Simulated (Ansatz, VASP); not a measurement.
## Two plane-wave programs on Mo3W

```
Mo W
1.0
     3.16594    0.00000    0.00000
     0.00000    3.16594    0.00000
     0.00000    0.00000    6.33650
Mo W
3 1
Direct
  0.00000 0.00000 0.75067
  0.50000 0.50000 0.00000
  0.00000 0.00000 0.24933
  0.50000 0.50000 0.50000
```

Alike in both runs: functional PBE; k mesh 14 × 14 × 8; occupations gaussian, width 0.1 eV; no spin polarisation.

Ansatz relaxed the structure, and its values are those at the end. VASP's run is a single point on that final structure, the one shown.

```csv
,VASP,Ansatz
version,VASP 6.6.1,Ansatz 0.2.0
potentials or method,"VASP PAW PBE potentials, release 64 (Mo_sv, W_sv), cutoff 520 eV","scalar-relativistic, plane waves, PAW"
valence electrons in the cell,56,56
```

```csv
,VASP,Ansatz,Ansatz less VASP
gap on the k mesh at the Fermi level (eV),none,none,-
pressure (GPa),0.5,0.0,-0.51
rms of the force components (eV/Å),0.004,0.001,-0.0031
```

A gap of «none» marks a metal or a gap that the smearing closes.

Spin-orbit coupling is off throughout.
